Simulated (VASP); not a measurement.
A run of VASP 6.6.1 is set up as follows.

The input INCAR:

```
ALGO = Normal ; EDIFF = 1E-7
ENCUT = 520 ; GGA = PE
ISIF = 2 ; ISMEAR = 0
LASPH = T ; LCHARG = F
LREAL = F ; LWAVE = F
NBANDS = 38 ; NELM = 80
PREC = Accurate ; SIGMA = 0.2
```

Contents of KPOINTS:

```
k-points
0
Gamma
  3 3 3
```

File POSCAR:

```
Sc2As3Se3
1.0
    7.2314950195      0.0000000000      0.0000000000
   -3.6157475098      6.2626583943      0.0000000000
    0.0000000000      0.0000000000      5.2083271124
Sc As Se
2 3 3
Direct
    0.6666666667      0.3333333333     -0.0304391122
    0.3333333333      0.6666666667     -0.0304391122
    0.0000000000      0.5906627087      0.2810409757
    0.4093372913      0.4093372913      0.2810409757
    0.5906627087      0.0000000000      0.2810409757
    0.6596450890      0.0000000000      0.7392517658
    0.3403549110      0.3403549110      0.7392517658
    0.0000000000      0.6596450890      0.7392517658
```

Potentials or basis: VASP PAW PBE potentials, release 64 (Sc_sv, As, Se).

Command:

```sh
$ cat potpaw_PBE.64/Sc_sv/POTCAR potpaw_PBE.64/As/POTCAR potpaw_PBE.64/Se/POTCAR > POTCAR
$ mpirun -np 1 vasp_std > vasp.out
```

**Question.** Estimate the pressure.

**Answer.** 0.2 GPa.

**Question.** Predict the largest force.

**Answer.** 0.061 eV/Å.

**Question.** Estimate the band gap on the k mesh.

**Answer.** Zero (an odd number of electrons rules out a gap without spin polarisation).

Forces on the atoms (eV/Å):
```
Sc   0.000  0.000  0.061
Sc   0.000  0.000  0.061
As   0.005 -0.009 -0.046
As   0.005  0.009 -0.046
As  -0.010  0.000 -0.046
Se  -0.002  0.000  0.005
Se   0.001  0.002  0.005
Se   0.001 -0.002  0.005
```

Caveat: the k points lie up to 0.40 Å⁻¹ apart, too coarse for converged energies and pressures of a metal.
